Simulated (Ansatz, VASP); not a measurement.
Two plane-wave programs on Co

Contents of INCAR:

```
SYSTEM = Co
PREC = Accurate
ENCUT = 520
EDIFF = 1E-6
ISMEAR = -1
SIGMA = 0.05
LREAL = .False.
LASPH = .True.
NELM = 150
ALGO = Normal
ISIF = 2
LWAVE = .False.
LCHARG = .False.
ISPIN = 2
MAGMOM = 2
LORBIT = 11
LMAXMIX = 4
GGA = PE
NBANDS = 14
```

The input KPOINTS:

```
Automatic mesh
0
Gamma
  13 13 13
  0 0 0
```

POSCAR

```
Co
1.0
   -1.4207736952      1.4207736952      1.4207736952
    1.4207736952     -1.4207736952      1.4207736952
    1.4207736952      1.4207736952     -1.4207736952
Co
1
Direct
    0.0000000000      0.0000000000      0.0000000000
```

File input.yaml:

```yaml
crystal:
  lattice:
    - [-1.4207736952, 1.4207736952, 1.4207736952]
    - [1.4207736952, -1.4207736952, 1.4207736952]
    - [1.4207736952, 1.4207736952, -1.4207736952]
  atoms:
    - { symbol: Co, position: [0.0, 0.0, 0.0], spin: 2.0 }
hamiltonian:
  xc: pbe
  pseudopotentials: { kind: paw }
magnetization:
  spin_polarized: true
kpoints:
  mp_grid: { grid: [13, 13, 13] }
scf:
  occupations: { method: fermi_dirac, width: 0.05 }
output:
  forces: true
  stress: true
  eigenvalues: true
```

Alike in both runs: task single point; functional PBE; k mesh 13 × 13 × 13; occupations fermi-dirac, width 0.05 eV; collinear spin.

|  | VASP | Ansatz |
| --- | --- | --- |
| version | VASP 6.6.1 | Ansatz 0.2.0 |
| potentials or method | VASP PAW PBE potentials, release 64 (Co) | Ansatz PAW |
| plane-wave cutoff (eV) | 520 | 420 |
| valence electrons in the cell | 9 | 17 |

Ansatz gave:

```
gap on the k mesh at the Fermi level (eV)                     : none
pressure (GPa)                                                : -6.6
net moment per atom (μB)                                      : 1.75
size of the moment on the site where the two differ most (μB) : 1.82
```

Q: Which values does VASP return?

A: gap on the k mesh at the Fermi level (eV): none; pressure (GPa): -7.4; net moment per atom (μB): 1.72; size of the moment on the site where the two differ most (μB): 1.75.

Site moments also hang on the region over which each program counts them. A gap of «none» marks a metal or a gap that the smearing closes. With one functional, cell and mesh, what is left measures potentials, basis and numerics. VASP's potentials hold 9 valence electrons a cell and Ansatz's 17, so a difference there can come from the potentials and not from the codes.
